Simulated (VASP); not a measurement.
Input of a VASP 6.6.1 run:

The input INCAR:

```
SYSTEM = Mn
PREC = Accurate ; ENCUT = 520
EDIFF = 1E-6 ; ISMEAR = -1
SIGMA = 0.1 ; LREAL = .False.
LASPH = .True. ; NELM = 80
ALGO = Normal ; ISIF = 2
LWAVE = .False. ; LCHARG = .False.
GGA = RE ; NBANDS = 12
```

File KPOINTS:

```
regular mesh
0
Gamma
  15 15 15
  0 0 0
```

Contents of POSCAR:

```
Mn
1.0
    2.2663197247      0.0000000000      0.0000000000
    0.0000000000      2.2663197247      0.0000000000
    0.0000000000      0.0000000000      2.2663197247
Mn
1
Direct
    0.0000000000      0.0000000000      0.0000000000
```

Potentials or basis: VASP PAW PBE potentials, release 64 (Mn_pv).

Launch:

```bash
$ cat potpaw_PBE.64/Mn_pv/POTCAR > POTCAR
$ mpirun -np 1 vasp_std > vasp.out
```

Task: Predict the pressure.

Result: 9.2 GPa.

Caveat: the PAW data sets were made with another functional, which shifts forces and pressure a little; the run has no spin polarisation, though such a crystal can be magnetic. Spin polarisation is off, so any magnetic state and its effect on volume and gap are missing.
